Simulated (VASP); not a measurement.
# GaCo (Pm-3m) in VASP: notebook

The runs below take GaCo through single point, with LDA.

Everything below comes from runs of VASP 6.6.1. Logs are shortened: lines on timing, memory, paths and dates and some standing lists are left out, and cuts for length are marked.

### Step 1. The cell of the first run

Symmetry: Pm-3m, No. 221, cubic system. Conventional cell: a = 2.916 Å, b = 2.916 Å, c = 2.916 Å, α = 90.00°, β = 90.00°, γ = 90.00°. Ga (site symmetry m-3m) has 8 Co at 2.53 Å and 6 Ga at 2.92 Å within 3.3 Å. Co (site symmetry m-3m) has 8 Ga at 2.53 Å and 6 Co at 2.92 Å within 3.3 Å.

### Step 2. Single point, LDA, collinear spin, ferromagnetic start (volume scaled by 1.04)

File INCAR:

```
SYSTEM = GaCo
  PREC = Accurate
  ENCUT = 520
  EDIFF = 1E-7
  ISMEAR = -1
  SIGMA = 0.08
  LREAL = .False.
  LASPH = .True.
  NELM = 150
  ALGO = Normal
  ISIF = 2
  LWAVE = .False.
  LCHARG = .True.
  ISPIN = 2
  MAGMOM = 0 2
  LORBIT = 11
  LMAXMIX = 4
  LELF = .True.
  LVHAR = .True.
  NBANDS = 22
```

File KPOINTS:

```
Automatic mesh
0
Gamma
  11 11 11
  0 0 0
```

File POSCAR:

```
GaCo
1.0
    2.9158727642      0.0000000000      0.0000000000
    0.0000000000      2.9158727642      0.0000000000
    0.0000000000      0.0000000000      2.9158727642
Ga Co
1 1
Direct
    0.5000000000      0.5000000000      0.5000000000
    0.0000000000      0.0000000000      0.0000000000
```

Potentials or basis: VASP PAW LDA potentials, release 64 (Ga_d, Co).

The run is started by

```
$ cat potpaw_LDA.64/Ga_d/POTCAR potpaw_LDA.64/Co/POTCAR > POTCAR
$ mpirun -np 1 vasp_std > vasp.out
```

OUTCAR:

```text
SYSTEM = GaCo
   PREC = Accurate
   ENCUT = 520
   EDIFF = 1E-7
   ISMEAR = -1
   LREAL = .False.
   LASPH = .True.
   NELM = 150
   ISIF = 2
   ISPIN = 2
   LORBIT = 11

 ion  position               nearest neighbor table
   1  0.500  0.500  0.500-   2 2.53   2 2.53   2 2.53   2 2.53   2 2.53   2 2.53   2 2.53   2 2.53

   2  0.000  0.000  0.000-   1 2.53   1 2.53   1 2.53   1 2.53   1 2.53   1 2.53   1 2.53   1 2.53

  LATTYP: Found a simple cubic cell.
 ALAT       =     2.9158727642

  Lattice vectors:

 A1 = (   2.9158727642,   0.0000000000,   0.0000000000)
 A2 = (   0.0000000000,   2.9158727642,   0.0000000000)
 A3 = (   0.0000000000,   0.0000000000,   2.9158727642)

Analysis of symmetry for initial positions (statically):
=====================================================================
 Subroutine PRICEL returns:
 Original cell was already a primitive cell.

 Routine SETGRP: Setting up the symmetry group for a
 simple cubic supercell.

 Subroutine GETGRP returns: Found 48 space group operations
 (whereof 48 operations were pure point group operations)
 out of a pool of 48 trial point group operations.

The static configuration has the point symmetry O_h .

Analysis of symmetry for dynamics (positions and initial velocities):
=====================================================================
 Subroutine PRICEL returns:
 Original cell was already a primitive cell.

 Routine SETGRP: Setting up the symmetry group for a
 simple cubic supercell.

 Subroutine GETGRP returns: Found 48 space group operations
 (whereof 48 operations were pure point group operations)
 out of a pool of 48 trial point group operations.

The dynamic configuration has the point symmetry O_h .

Analysis of structural, dynamic, and magnetic symmetry:
=====================================================================
 Subroutine PRICEL returns:
 Original cell was already a primitive cell.

 Routine SETGRP: Setting up the symmetry group for a
 simple cubic supercell.

 Subroutine GETGRP returns: Found 48 space group operations
 (whereof 48 operations were pure point group operations)
 out of a pool of 48 trial point group operations.

The overall configuration has the point symmetry O_h .

 Subroutine INISYM returns: Found 48 space group operations
 (whereof 48 operations are pure point group operations),
 and found     1 'primitive' translations

----------------------------------------------------------------------------------------

                                     Primitive cell

  volume of cell :      24.7917

  direct lattice vectors                    reciprocal lattice vectors
     2.915872764  0.000000000  0.000000000     0.342950492  0.000000000  0.000000000
     0.000000000  2.915872764  0.000000000     0.000000000  0.342950492  0.000000000
     0.000000000  0.000000000  2.915872764     0.000000000  0.000000000  0.342950492

  length of vectors
     2.915872764  2.915872764  2.915872764     0.342950492  0.342950492  0.342950492

  position of ions in fractional coordinates (direct lattice)
     0.500000000  0.500000000  0.500000000
     0.000000000  0.000000000  0.000000000

  ion indices of the primitive-cell ions
   primitive index   ion index
                 1           1
                 2           2

----------------------------------------------------------------------------------------

 KPOINTS: Automatic mesh

Automatic generation of k-mesh.
 Grid dimensions read from file:
 generate k-points for:   11   11   11

 Generating k-lattice:

  Cartesian coordinates                     Fractional coordinates (reciprocal lattice)
     0.031177317  0.000000000  0.000000000     0.090909091  0.000000000  0.000000000
     0.000000000  0.031177317  0.000000000     0.000000000  0.090909091  0.000000000
     0.000000000  0.000000000  0.031177317     0.000000000  0.000000000  0.090909091

  Length of vectors
     0.031177317  0.031177317  0.031177317

  Shift w.r.t. Gamma in fractional coordinates (k-lattice)
     0.000000000  0.000000000  0.000000000

 Subroutine IBZKPT returns following result:
 ===========================================

 Found     56 irreducible k-points:

 Following reciprocal coordinates:
            Coordinates               Weight
  0.000000  0.000000  0.000000      1.000000
  0.090909  0.000000  0.000000      6.000000
  0.181818  0.000000  0.000000      6.000000
  0.272727  0.000000  0.000000      6.000000
  0.363636  0.000000  0.000000      6.000000
  0.454545  0.000000  0.000000      6.000000
[... 16 lines left out ...]
  0.181818  0.090909  0.090909     24.000000
  0.272727  0.090909  0.090909     24.000000
 [... further k-points ...]
   k-points           NKPTS =     56   k-points in BZ     NKDIM =     56   number of bands    NBANDS=     22
   number of dos      NEDOS =    301   number of ions     NIONS =      2
   total plane-waves  NPLWV =  13824
   dimension x,y,z NGX =    24 NGY =   24 NGZ =   24
   dimension x,y,z NGXF=    48 NGYF=   48 NGZF=   48
   ions per type =               1   1
   NGX,Y,Z   is equivalent  to a cutoff of  13.68, 13.68, 13.68 a.u.
   NGXF,Y,Z  is equivalent  to a cutoff of  27.37, 27.37, 27.37 a.u.
 SYSTEM =  GaCo
   PREC   = accura    normal or accurate (medium, high low for compatibility)
   ISTART =      0    job   : 0-new  1-cont  2-samecut
   ICHARG =      2    charge: 1-file 2-atom 10-const
   ISPIN  =      2    spin polarized calculation?
   LNONCOLLINEAR =      F non collinear calculations
   LSORBIT =      F    spin-orbit coupling
   LASPH  =      T    aspherical Exc in radial PAW
   ENCUT  =  520.0 eV  38.22 Ry    6.18 a.u.   5.42  5.42  5.42*2*pi/ulx,y,z
   NELM   =    150;   NELMIN=  2; NELMDL= -5     # of ELM steps
   EDIFF  = 0.1E-06   stopping-criterion for ELM
   LREAL  =      F    real-space projection
   EDIFFG = 0.1E-05   stopping-criterion for IOM
   NSW    =      0    number of steps for IOM
   IBRION =     -1    ionic relax: 0-MD 1-quasi-New 2-CG
   NFREE  =      0    steps in history (QN), initial steepest desc. (CG)
   ISIF   =      2    stress and relaxation
   ISYM   =      2    0-nonsym 1-usesym 2-fastsym
   POTIM  = 0.5000    time-step for ionic-motion
   TEBEG  =    0.0;   TEEND  =   0.0 temperature during run
   PSTRESS=    0.0 pullay stress
   NELECT =      22.0000    total number of electrons
   NUPDOWN=      -1.0000    fix difference up-down
   EMIN   =  10.00;   EMAX   =-10.00  energy-range for DOS
   EFERMI =   0.00;   METHOD = LEGACY
   ISMEAR =    -1;   SIGMA  =   0.08  broadening in eV -4-tet -1-fermi 0-gaus
   EFERMI_NEDOS =   21; number of points for ismear=-14 and -15
   IALGO  =     38    algorithm
   IMIX   =      4    mixing-type and parameters
     AMIX     =   0.40;   BMIX     =  1.00
     AMIX_MAG =   1.60;   BMIX_MAG =  1.00
  volume/ion in A,a.u.               =      12.40        83.65
  Fermi-wavevector in a.u.,A,eV,Ry     =   1.573188  2.972893 33.673316  2.474919
  Thomas-Fermi vector in A             =   2.674509
   LORBIT       =     11    0 simple, 1 ext, 2 COOP (PROOUT), +10 PAW based schemes
   GGA     = CA    functional components
   LHFCALC =     F    Hartree Fock is set to
   AEXX    =    0.0000 exact exchange contribution
   IVDW    =     0    specifies the selected vdW correction
   LEPSILON=     F    determine dielectric tensor
   LRPA    =     F    only Hartree local field effects (RPA)
 spin polarized calculation
  energy-cutoff  :      520.00
  volume of cell :       24.79
 maximum number of plane-waves:       691
 NGX is ok and might be reduce to    24
   NGX = 11   NGY = 11   NGZ = 11

 number of electron      22.0000008 magnetization       0.0003124

 number of electron      22.0000008 magnetization      -0.0000312

 Free energy of the ion-electron system (eV)
  ---------------------------------------------------
  ext. energy  EPLUGINS =         0.00000000
  ---------------------------------------------------
  free energy    TOTEN  =       -12.38323647 eV

  energy without entropy =      -12.35479237  energy(sigma->0) =      -12.36901442

 E-fermi :   8.9487     XC(G=0): -13.3110

 val. band max:        8.9261217646   @ k =   0.4545   0.3636   0.2727
 cond. band min:       9.0060987876   @ k =   0.4545   0.3636   0.0909
 fundamental gap:      0.0799770230
 Fermi energy:         8.9487203645

 spin component 1

 k-point     1 :       0.0000    0.0000    0.0000
  band No.  band energies     occupation
      1      -6.1806      1.00000
      2      -6.1806      1.00000
      3      -5.8736      1.00000
      4      -5.8736      1.00000
      5      -5.8736      1.00000
      6      -2.7492      1.00000
[... 14 lines left out ...]
     21      33.2238      0.00000
     22      33.2238      0.00000
[... 552 lines left out ...]
  band No.  band energies     occupation
      1      -6.1246      1.00000
      2      -6.0248      1.00000
      3      -5.9409      1.00000
      4      -5.9349      1.00000
      5      -5.8797      1.00000
      6      -1.1047      1.00000
[... 14 lines left out ...]
     21      29.2893      0.00000
     22      31.4238      0.00000

 [... further k-points ...]

 spin component 2

 k-point     1 :       0.0000    0.0000    0.0000
  band No.  band energies     occupation
      1      -6.1806      1.00000
      2      -6.1806      1.00000
      3      -5.8736      1.00000
      4      -5.8736      1.00000
      5      -5.8736      1.00000
      6      -2.7492      1.00000
[... 14 lines left out ...]
     21      33.2238      0.00000
     22      33.2238      0.00000
[... 552 lines left out ...]
  band No.  band energies     occupation
      1      -6.1246      1.00000
      2      -6.0248      1.00000
      3      -5.9409      1.00000
      4      -5.9349      1.00000
      5      -5.8797      1.00000
      6      -1.1047      1.00000
[... 14 lines left out ...]
     21      29.2893      0.00000
     22      31.4238      0.00000

 [... further k-points ...]

------------------------ aborting loop because EDIFF is reached ----------------------------------------

  FORCE on cell =-STRESS in cart. coord.  units (eV):
  Direction    XX          YY          ZZ          XY          YZ          ZX
  --------------------------------------------------------------------------------------
  -------------------------------------------------------------------------------------
  Total       -2.8218689     -2.8218689     -2.8218689     -0.0000000     -0.0000000     -0.0000000
  in kB     -182.3650913   -182.3650913   -182.3650913     -0.0000000     -0.0000000     -0.0000000
  external PRESSURE =    -182.3650913 kB  Pullay stress =       0.0000000 kB

 VOLUME and BASIS-vectors are now :
 -----------------------------------------------------------------------------
  energy-cutoff  :      520.00
  volume of cell :       24.79
      direct lattice vectors                 reciprocal lattice vectors
     2.915872764  0.000000000  0.000000000     0.342950492  0.000000000  0.000000000
     0.000000000  2.915872764  0.000000000     0.000000000  0.342950492  0.000000000
     0.000000000  0.000000000  2.915872764     0.000000000  0.000000000  0.342950492

 POSITION                                       TOTAL-FORCE (eV/Angst)
 -----------------------------------------------------------------------------------
      1.45794      1.45794      1.45794         0.000000      0.000000      0.000000
      0.00000      0.00000      0.00000         0.000000      0.000000      0.000000
 -----------------------------------------------------------------------------------
    total drift:                                0.000000      0.000000     -0.000000

  FREE ENERGIE OF THE ION-ELECTRON SYSTEM (eV)
  ---------------------------------------------------
  free  energy   TOTEN  =       -12.3832364701 eV

  energy  without entropy=      -12.3547923735  energy(sigma->0) =      -12.36901442

 total charge

# of ion       s       p       d       tot
------------------------------------------
    1        0.855   0.852  10.037  11.743
    2        0.376   0.418   7.502   8.296
--------------------------------------------------
tot          1.231   1.270  17.538  20.040

 magnetization (x)

# of ion       s       p       d       tot
------------------------------------------
    1        0.000   0.000   0.000   0.000
    2       -0.000   0.000  -0.000  -0.000
--------------------------------------------------
tot         -0.000   0.000  -0.000  -0.000
```

Wall time 38 s (1 thread of Intel Xeon Platinum 8488C (Sapphire Rapids), shared host); peak memory 0.16 GiB.

What came out:

```
Free energy                                           : -12.3832 eV
Pressure                                              : -18.2 GPa
Band gap on the k mesh                                : zero (filled and empty bands overlap)
Net moment                                            : 0.00 μB per cell
Valence electrons inside the program's atomic spheres : Ga 11.74; Co 8.30
```

Caveat: the starting moments collapsed, and a magnetic state may lie lower.

### Step 3. Single point, LDA, collinear spin, ferromagnetic start (volume scaled by 1.1)

File INCAR:

```
PREC = Accurate
ENCUT = 520
EDIFF = 1E-7
ISMEAR = -1
SIGMA = 0.08
LREAL = False
LASPH = True
NELM = 150
ALGO = Normal
ISIF = 2
LWAVE = False
LCHARG = False
ISPIN = 2
MAGMOM = 0 2
LORBIT = 11
LMAXMIX = 4
NBANDS = 22
```

File KPOINTS:

```
regular mesh
0
Gamma
  11 11 11
```

File POSCAR:

```
GaCo
1.0
    2.9709021723      0.0000000000      0.0000000000
    0.0000000000      2.9709021723      0.0000000000
    0.0000000000      0.0000000000      2.9709021723
Ga Co
1 1
Direct
    0.5000000000      0.5000000000      0.5000000000
    0.0000000000      0.0000000000      0.0000000000
```

Potentials or basis: VASP PAW LDA potentials, release 64 (Ga_d, Co).

The run is started by

```
$ cat potpaw_LDA.64/Ga_d/POTCAR potpaw_LDA.64/Co/POTCAR > POTCAR
$ mpirun -np 1 vasp_std > vasp.out
```

OUTCAR:

```text
PREC = Accurate
   ENCUT = 520
   EDIFF = 1E-7
   ISMEAR = -1
   LREAL = False
   LASPH = True
   NELM = 150
   ISIF = 2
   ISPIN = 2
   LORBIT = 11

 ion  position               nearest neighbor table
   1  0.500  0.500  0.500-   2 2.57   2 2.57   2 2.57   2 2.57   2 2.57   2 2.57   2 2.57   2 2.57

   2  0.000  0.000  0.000-   1 2.57   1 2.57   1 2.57   1 2.57   1 2.57   1 2.57   1 2.57   1 2.57

  LATTYP: Found a simple cubic cell.
 ALAT       =     2.9709021723

  Lattice vectors:

 A1 = (   2.9709021723,   0.0000000000,   0.0000000000)
 A2 = (   0.0000000000,   2.9709021723,   0.0000000000)
[... 1416 lines left out ...]

 VOLUME and BASIS-vectors are now :
 -----------------------------------------------------------------------------
  energy-cutoff  :      520.00
  volume of cell :       26.22
      direct lattice vectors                 reciprocal lattice vectors
     2.970902172  0.000000000  0.000000000     0.336598091  0.000000000  0.000000000
     0.000000000  2.970902172  0.000000000     0.000000000  0.336598091  0.000000000
     0.000000000  0.000000000  2.970902172     0.000000000  0.000000000  0.336598091

 POSITION                                       TOTAL-FORCE (eV/Angst)
 -----------------------------------------------------------------------------------
      1.48545      1.48545      1.48545         0.000000      0.000000      0.000000
      0.00000      0.00000      0.00000         0.000000      0.000000      0.000000
 -----------------------------------------------------------------------------------
    total drift:                                0.000000      0.000000     -0.000000

  FREE ENERGIE OF THE ION-ELECTRON SYSTEM (eV)
  ---------------------------------------------------
  free  energy   TOTEN  =       -12.1922348768 eV

  energy  without entropy=      -12.1613564392  energy(sigma->0) =      -12.17679566

 total charge

# of ion       s       p       d       tot
------------------------------------------
    1        0.853   0.800  10.019  11.671
    2        0.360   0.378   7.467   8.205
--------------------------------------------------
tot          1.212   1.178  17.486  19.876

 magnetization (x)

# of ion       s       p       d       tot
------------------------------------------
    1        0.000   0.000   0.000   0.000
    2       -0.000   0.000  -0.000  -0.000
--------------------------------------------------
tot          0.000   0.000  -0.000  -0.000
```

OSZICAR:

```text
N       E                     dE             d eps       ncg     rms          rms(c)
DAV:   1     0.118475004416E+03    0.11848E+03   -0.97657E+03  5442   0.176E+03
DAV:   2    -0.235334096040E+01   -0.12083E+03   -0.11363E+03  5018   0.321E+02
DAV:   3    -0.128471346856E+02   -0.10494E+02   -0.10284E+02  5546   0.796E+01
DAV:   4    -0.130381499132E+02   -0.19102E+00   -0.19084E+00  5846   0.110E+01
DAV:   5    -0.130450528722E+02   -0.69030E-02   -0.69025E-02  6766   0.189E+00    0.985E+00
DAV:   6    -0.148727348684E+02   -0.18277E+01   -0.19726E+01  5740   0.470E+01    0.151E+01
DAV:   7    -0.121922680212E+02    0.26805E+01   -0.88374E+00  5714   0.341E+01    0.214E+00
DAV:   8    -0.121964224920E+02   -0.41545E-02   -0.14080E-01  7178   0.312E+00    0.100E+00
DAV:   9    -0.121921683012E+02    0.42542E-02   -0.23484E-02  7004   0.109E+00    0.613E-01
DAV:  10    -0.121918949409E+02    0.27336E-03   -0.25116E-03  7744   0.411E-01    0.175E-01
DAV:  11    -0.121920256413E+02   -0.13070E-03   -0.18850E-04  7684   0.128E-01    0.105E-01
DAV:  12    -0.121921551612E+02   -0.12952E-03   -0.28207E-04  6976   0.133E-01    0.680E-02
DAV:  13    -0.121922048603E+02   -0.49699E-04   -0.84481E-05  7330   0.734E-02    0.288E-02
DAV:  14    -0.121922229964E+02   -0.18136E-04   -0.24567E-05  7536   0.372E-02    0.288E-02
DAV:  15    -0.121922340630E+02   -0.11067E-04   -0.63082E-05  5966   0.611E-02    0.518E-03
DAV:  16    -0.121922348510E+02   -0.78801E-06   -0.42715E-06  7670   0.137E-02    0.211E-03
DAV:  17    -0.121922348768E+02   -0.25742E-07   -0.51846E-07  4134   0.535E-03
   1 F= -.12192235E+02 E0= -.12176796E+02  d E =-.308784E-01  mag=     0.0000
```

It took 35 s on 1 thread of Intel Xeon Platinum 8488C (Sapphire Rapids), shared host; peak memory 0.17 GiB.

What came out:

* Free energy: -12.1922 eV
* Pressure: -24.2 GPa
* Band gap on the k mesh: zero (filled and empty bands overlap)
* Net moment: 0.00 μB per cell
* Valence electrons inside the program's atomic spheres: Ga 11.67; Co 8.21

Levels at points of the mesh, in eV from the Fermi level:
Spin up:
| k point | band 7 | band 8 | band 9 | band 10 | band 11 | band 12 | band 13 | band 14 | band 15 | band 16 |
| --- | --- | --- | --- | --- | --- | --- | --- | --- | --- | --- |
| (0.00, 0.00, 0.00) | -2.18 | -2.18 | -0.58 | -0.58 | -0.58 | 4.89 | 4.89 | 4.89 | 10.64 | 10.64 |
Spin down:
```tsv
k point	band 7	band 8	band 9	band 10	band 11	band 12	band 13	band 14	band 15	band 16
(0.00, 0.00, 0.00)	-2.18	-2.18	-0.58	-0.58	-0.58	4.89	4.89	4.89	10.64	10.64
```

Caveat: the starting moments collapsed, and a magnetic state may lie lower.
